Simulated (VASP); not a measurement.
Ru2C: single point with PBE

Ru2C:

```
CELL_PARAMETERS angstrom
4.07021 0.00000 0.00000
-2.03510 3.52490 0.00000
0.00000 0.00000 2.63518
ATOMIC_POSITIONS crystal
Ru 0.33333 0.66667 0.50000
Ru 0.66667 0.33333 0.50000
C 0.00000 0.00000 0.00000
```

* Program: VASP 6.6.1
* Task: single point
* Functional: PBE
* Potentials or basis: VASP PAW PBE potentials, release 64 (Ru_sv, C)
* Cutoff: 700 eV
* k mesh: 6 × 6 × 6
* Occupations: gaussian, width 0.1 eV
* Spin: no spin polarisation

| Quantity | Value |
| --- | --- |
| Pressure | -0.3 GPa |
| Band gap on the k mesh | zero (bands 18 and 19 overlap by 1.26 eV) |

Stress tensor (GPa, compression positive):
```
-0.32  0.00  0.00
 0.00 -0.32  0.00
 0.00  0.00 -0.18
```

Levels at points of the mesh, in eV from the Fermi level:
| k point | band 14 | band 15 | band 16 | band 17 | band 18 | band 19 | band 20 | band 21 | band 22 | band 23 |
| --- | --- | --- | --- | --- | --- | --- | --- | --- | --- | --- |
| (0.00, 0.00, 0.00) | -2.73 | -2.73 | -1.44 | -1.44 | -0.35 | 0.94 | 0.94 | 2.44 | 2.66 | 2.66 |
| (0.50, 0.00, 0.00) | -3.98 | -2.04 | -1.76 | -1.51 | 0.36 | 0.47 | 0.74 | 1.37 | 3.34 | 4.18 |
| (0.00, 0.00, 0.50) | -3.22 | -2.15 | -2.15 | -2.14 | -2.14 | 0.26 | 2.63 | 2.63 | 2.97 | 3.93 |
| (0.50, 0.00, 0.50) | -2.96 | -2.77 | -2.46 | -0.62 | 0.75 | 1.00 | 1.89 | 2.28 | 2.59 | 6.88 |

Run time: 40 s on 1 thread of Intel(R) Xeon(R) Platinum 8259CL CPU @ 2.50GHz (Skylake/Cascade Lake), on a shared host, peak memory 0.19 GiB.

Caveat: the k points lie up to 0.40 Å⁻¹ apart, too coarse for converged energies and pressures of a metal.
